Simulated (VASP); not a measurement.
**InP: single point with PBE**

The system is InP.

```
In P
1.0
     0.00000    2.94027    2.93050
     2.94027    0.00000    2.93050
     2.94027    2.94027    0.00000
In P
1 1
Cartesian
  0.0000 0.0000 0.0000
  1.4701 1.4701 1.4652
```

```yaml
Program: VASP 6.6.1
Task: single point
Functional: PBE
Potentials_or_basis: VASP PAW PBE potentials, release 64 (In_d, P)
Cutoff: 520 eV
k_mesh: 6 × 6 × 6
Occupations: gaussian, width 0.05 eV
Spin: no spin polarisation
```

- Pressure: 2.8 GPa
- Band gap on the k mesh: 0.66 eV, direct

Stress tensor (GPa, compression positive):
```
2.74 0.00 0.00
0.00 2.74 0.00
0.00 0.00 2.87
```

Levels at points of the mesh, in eV from the valence-band top:
| k point | band 5 | band 6 | band 7 | band 8 | band 9 | band 10 | band 11 | band 12 | band 13 | band 14 |
| --- | --- | --- | --- | --- | --- | --- | --- | --- | --- | --- |
| (0.00, 0.00, 0.00) | -14.04 | -11.48 | -0.02 | -0.02 | 0.00 | 0.66 | 4.07 | 4.08 | 4.08 | 8.54 |
| (0.50, 0.00, 0.00) | -14.03 | -9.78 | -5.71 | -0.98 | -0.96 | 1.47 | 4.79 | 4.81 | 7.08 | 9.44 |
| (0.50, 0.50, 0.00) | -14.01 | -9.13 | -5.72 | -2.32 | -2.32 | 1.75 | 2.24 | 9.18 | 9.54 | 9.54 |
| (0.50, 0.00, 0.50) | -14.01 | -9.14 | -5.74 | -2.30 | -2.30 | 1.77 | 2.27 | 9.15 | 9.53 | 9.55 |

Run time: 9.5 s on 1 thread of Intel(R) Xeon(R) 6975P-C (Granite Rapids) (shared host), peak memory 0.18 GiB.

Caveat: spin-orbit coupling is left out, which moves the levels of the heavy elements. PBE gaps usually lie below the measured ones, often by a third to a half.
